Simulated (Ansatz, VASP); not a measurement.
One calculation of Cu, two programs

```
Cu
1.0
     0.00000    1.81454    1.81541
     1.82418    0.00000    1.81541
     1.82418    1.81454    0.00000
Cu
1
Direct
  0.00000 0.00000 0.00000
```

Alike in both runs: functional PBE; k mesh 8 × 8 × 8; occupations gaussian, width 0.1 eV; no spin polarisation.

Ansatz relaxed the structure, and its values are those at the end. VASP's run is a single point on that final structure, the one shown.

|  | VASP | Ansatz |
| --- | --- | --- |
| version | VASP 6.6.1 | Ansatz 0.2.0 |
| potentials or method | VASP PAW PBE potentials, release 64 (Cu), cutoff 520 eV | scalar-relativistic, plane waves, PAW |
| valence electrons in the cell | 11 | 19 |

```csv
,VASP,Ansatz,Ansatz less VASP
gap on the k mesh at the Fermi level (eV),none,none,-
pressure (GPa),0.6,0.1,-0.55
```

A gap of «none» marks a metal or a gap that the smearing closes. The functional is the same, so the differences come from potentials, cutoffs and numerics. VASP's potentials hold 11 valence electrons a cell and Ansatz's 19, so a difference there can come from the potentials and not from the codes.

The k mesh is coarse, so the values compare programs but aren't converged.
